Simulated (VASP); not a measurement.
Wanted: the native input for a VASP 6.6.1 run.

| Quantity | Value |
| --- | --- |
| Task | single point |
| Functional | r2SCAN |
| Dispersion | rVV10 |
| Potentials or basis | VASP PAW PBE potentials, release 64 (Cd, I) |
| Cutoff | 550 eV |
| k mesh | 6 × 6 × 2 |
| Occupations | fermi-dirac, width 0.02 eV |
| Spin | no spin polarisation |
| Dipole correction | no |
| Further INCAR settings | ALGO = Normal; EDIFF = 1e-06; NBANDS = 49 |

The system is CdI2.

```
Cd I
1.0
     4.24682    0.00000    0.00000
    -2.12341    3.67785    0.00000
     0.00000    0.00000   20.69239
Cd I
3 6
Direct
  0.66667 0.33333 0.33317
  0.33333 0.66667 0.66683
  0.00000 0.00000 0.00000
  0.33333 0.66667 0.08310
  0.33333 0.66667 0.41625
  0.66667 0.33333 0.91690
  0.66667 0.33333 0.58375
  0.00000 0.00000 0.25006
  0.00000 0.00000 0.74994
```

The input as run:

POSCAR

```
CdI2
1.0
    4.2468179188      0.0000000000      0.0000000000
   -2.1234089594      3.6778522029      0.0000000000
    0.0000000000      0.0000000000     20.6923892625
Cd I
3 6
Direct
    0.6666666667      0.3333333333      0.3331655910
    0.3333333333      0.6666666667      0.6668344090
    0.0000000000      0.0000000000      0.0000000000
    0.3333333333      0.6666666667      0.0830957573
    0.3333333333      0.6666666667      0.4162484389
    0.6666666667      0.3333333333      0.9169042427
    0.6666666667      0.3333333333      0.5837515611
    0.0000000000      0.0000000000      0.2500582723
    0.0000000000      0.0000000000      0.7499417277
```

INCAR.step1

```
SYSTEM = CdI2
PREC     = Accurate       ! precision mode
ENCUT    = 550            ! plane-wave cutoff, eV
ISMEAR   = -1             ! smearing method
SIGMA    = 0.02           ! smearing width, eV
LREAL    = .False.        ! projectors in reciprocal space
LASPH    = .True.         ! aspherical terms in the spheres
NELM     = 120            ! most SCF steps
NBANDS   = 49             ! bands
GGA      = PE             ! functional
ALGO     = Normal         ! electronic algorithm
EDIFF    = 1E-5           ! SCF threshold, eV
LWAVE    = .True.         ! write WAVECAR
LCHARG   = .False.        ! write CHGCAR
GGA_COMPAT= .False.
```

INCAR.step2

```
SYSTEM = CdI2
PREC     = Accurate       ! precision mode
ENCUT    = 550            ! plane-wave cutoff, eV
EDIFF    = 1E-6           ! SCF threshold, eV
ISMEAR   = -1             ! smearing method
SIGMA    = 0.02           ! smearing width, eV
LREAL    = .False.        ! projectors in reciprocal space
LASPH    = .True.         ! aspherical terms in the spheres
NELM     = 120            ! most SCF steps
ALGO     = Normal         ! electronic algorithm
ISIF     = 2              ! what is computed and relaxed
LWAVE    = .False.        ! write WAVECAR
LCHARG   = .False.        ! write CHGCAR
METAGGA  = R2SCAN         ! meta-GGA
LMIXTAU  = .True.       
LUSE_VDW = .True.       
IVDW_NL  = 2            
BPARAM   = 11.95        
CPARAM   = 0.0093       
NBANDS   = 49             ! bands
ISTART   = 1            
GGA_COMPAT= .False.
```

KPOINTS

```
Automatic mesh
0
Gamma
  6 6 2
  0 0 0
```

Potentials or basis: VASP PAW PBE potentials, release 64 (Cd, I).

Run with:

```console
$ cat potpaw_PBE.64/Cd/POTCAR potpaw_PBE.64/I/POTCAR > POTCAR
$ cp INCAR.step1 INCAR
$ mpirun -np 1 vasp_std > vasp.out
$ cp INCAR.step2 INCAR
$ mpirun -np 1 vasp_std > vasp.out
```

Results of the run:

```json
{
 "Pressure": "0.3 GPa",
 "Largest force": "0.038 eV/Å",
 "Band gap on the k mesh": "2.60 eV (least direct gap 2.74 eV)"
}
```

Caveat: the PAW data sets were made with another functional, which shifts forces and pressure a little; spin-orbit coupling is left out, which moves the levels of the heavy elements.

Run time: 25 min on 1 thread of Oxide Virtual Turin-like Processor, with other jobs on the host, peak memory 1.1 GiB.
